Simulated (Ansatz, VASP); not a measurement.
## KBr in VASP and in Ansatz

Contents of INCAR:

```
SYSTEM = KBr
PREC = Accurate
ENCUT = 520
EDIFF = 1E-7
ISMEAR = 0
SIGMA = 0.05
LREAL = .False.
LASPH = .True.
NELM = 60
ALGO = Normal
ISIF = 2
LWAVE = .False.
LCHARG = .False.
GGA = PS
NBANDS = 15
```

File KPOINTS:

```
regular mesh
0
Gamma
  6 6 6
  0 0 0
```

POSCAR

```
KBr
1.0
    4.1785105427      0.7905290216      0.7905290216
    0.7905290216      4.1785105427      0.7905290216
    0.7905290216      0.7905290216      4.1785105427
K Br
1 1
Direct
    0.0000000000      0.0000000000      0.0000000000
    0.5000000000      0.5000000000      0.5000000000
```

Input for Ansatz:

```yaml
crystal:
  lattice:
    - [4.1785105427, 0.7905290216, 0.7905290216]
    - [0.7905290216, 4.1785105427, 0.7905290216]
    - [0.7905290216, 0.7905290216, 4.1785105427]
  atoms:
    - { symbol: K, position: [0.0, 0.0, 0.0] }
    - { symbol: Br, position: [0.5, 0.5, 0.5] }
basis:
  ecutwfc: 420
kpoints:
  mp_grid: { grid: [6, 6, 6] }
hamiltonian:
  xc: pbesol
scf:
  occupations: { method: gaussian, width: 0.05 }
output:
  forces: true
  stress: true
  eigenvalues: true
```

Alike in both runs: task single point; functional PBEsol; k mesh 6 × 6 × 6; occupations gaussian, width 0.05 eV; no spin polarisation.

```csv
,VASP,Ansatz
version,VASP 6.6.1,Ansatz 0.2.0
potentials or method,"VASP PAW PBE potentials, release 64 (K_sv, Br), cutoff 520 eV","scalar-relativistic, plane waves, PAW"
valence electrons in the cell,16,16
```

```csv
,VASP,Ansatz,Ansatz less VASP
gap on the k mesh at the Fermi level (eV),4.20,4.20,+0.003
least direct gap on the mesh (eV),4.20,4.20,+0.003
pressure (GPa),0.9,0.8,-0.07
"traceless stress, the component that is largest in VASP (GPa)",0.31,0.31,+0.007
```

VASP's potentials were made for PBE, not for PBEsol. The functional is the same, so the differences come from potentials, cutoffs and numerics.
